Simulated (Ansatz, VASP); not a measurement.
## Rh in VASP and in Ansatz

```
Rh
1.0
     0.00000    1.90155    1.84450
     1.90155    0.00000    1.84450
     1.90155    1.90155    0.00000
Rh
1
Direct
  0.00000 0.00000 0.00000
```

Change from the starting cell: zz strain of -3 %.

Alike in both runs: task single point; functional PBEsol; k mesh 16 × 16 × 16; occupations fermi-dirac, width 0.08 eV; no spin polarisation.

```csv
,VASP,Ansatz
version,VASP 6.6.1,Ansatz 0.2.0
potentials or method,"VASP PAW PBE potentials, release 64 (Rh_pv), cutoff 520 eV","all-electron LAPW, scalar-relativistic"
```

```csv
,VASP,Ansatz,Ansatz less VASP
pressure (GPa),4.0,4.1,+0.08
"traceless stress, the component that is largest in VASP (GPa)",5.25,5.27,+0.014
```

VASP's potentials were made for PBE, not for PBEsol. Ansatz ran all-electron here, and VASP with PAW potentials.
